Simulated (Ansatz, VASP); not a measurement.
# Two plane-wave programs on Cu

The input INCAR:

```
SYSTEM = Cu
ALGO = Normal ; EDIFF = 1E-6
ENCUT = 600 ; GGA = PE
GGA_COMPAT = .FALSE. ; ISIF = 2
ISMEAR = -1 ; LASPH = .TRUE.
LCHARG = .FALSE. ; LREAL = .FALSE.
LWAVE = .FALSE. ; NBANDS = 12
NELM = 120 ; PREC = Accurate
SIGMA = 0.05
```

The input KPOINTS:

```
k-points
0
G
  16 16 16
  0 0 0
```

POSCAR

```
Cu
1.0
    2.2787440120      0.0000000000      0.0000000000
    0.0000000000      2.2787440120      0.0000000000
    0.0000000000      0.0000000000      2.2787440120
Cu
1
Direct
    0.0000000000      0.0000000000      0.0000000000
```

Input for Ansatz:

```yaml
crystal:
  lattice:
    - [2.278744012, 0.0, 0.0]
    - [0.0, 2.278744012, 0.0]
    - [0.0, 0.0, 2.278744012]
  atoms:
    - { symbol: Cu, position: [0.0, 0.0, 0.0] }
kpoints:
  mp_grid: { grid: [16, 16, 16] }
scf:
  occupations: { method: fermi_dirac, width: 0.05 }
hamiltonian:
  xc: pbe
  pseudopotentials: { kind: paw, core: large }
output:
  forces: true
  stress: true
  eigenvalues: true
```

Change from the starting cell: volume scaled by 0.85, PAW files, core large.

Alike in both runs: task single point; functional PBE; k mesh 16 × 16 × 16; occupations fermi-dirac, width 0.05 eV; no spin polarisation.

|  | VASP | Ansatz |
| --- | --- | --- |
| version | VASP 6.6.1 | Ansatz 0.2.0 |
| potentials or method | VASP PAW PBE potentials, release 64 (Cu) | PAW with other files of Ansatz's library (core large), scalar-relativistic |
| plane-wave cutoff (eV) | 600 | 420 |
| valence electrons in the cell | 11 | 19 |

|  | VASP | Ansatz | Ansatz less VASP |
| --- | --- | --- | --- |
| pressure (GPa) | 25.7 | 25.1 | -0.61 |

The functional is the same, so the differences come from potentials, cutoffs and numerics. VASP's potentials hold 11 valence electrons a cell and Ansatz's 19, so a difference there can come from the potentials and not from the codes. Ansatz's warnings: datasets by core.
